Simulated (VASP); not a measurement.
Input of a VASP 6.6.1 run:

INCAR

```
ALGO = Normal ; EDIFF = 1E-6
EDIFFG = -0.01 ; ENCUT = 600
GGA = PS ; IBRION = 2
ISIF = 3 ; ISMEAR = -1
LASPH = T ; LCHARG = F
LREAL = F ; LWAVE = F
NELM = 100 ; NSW = 60
PREC = Accurate ; SIGMA = 0.05
```

KPOINTS

```
k-points
0
Gamma
  11 11 11
```

File POSCAR:

```
Ta
1.0
   -1.6512800000      1.6512800000      1.6512800000
    1.6512800000     -1.6512800000      1.6512800000
    1.6512800000      1.6512800000     -1.6512800000
Ta
1
Direct
    0.0000000000      0.0000000000      0.0000000000
```

Potentials or basis: VASP PAW PBE potentials, release 64 (Ta_pv).

Run with:

```sh
$ cat potpaw_PBE.64/Ta_pv/POTCAR > POTCAR
$ mpirun -np 1 vasp_std > vasp.out
```

Task: Predict the space group after relaxing (to 0.05 Å).

Result: Im-3m (No. 229).

Task: Estimate the relaxed volume.

Result: 17.65 Å³/atom.

Final structure:
```yaml
crystal:
  lattice:
    - [-1.64031, 1.64031, 1.64031]
    - [1.64031, -1.64031, 1.64031]
    - [1.64031, 1.64031, -1.64031]
  atoms:
    - { symbol: Ta, position: [0.00000, 0.00000, 0.00000] }
```

Caveat: the PAW data sets were made with another functional, which shifts forces and pressure a little.
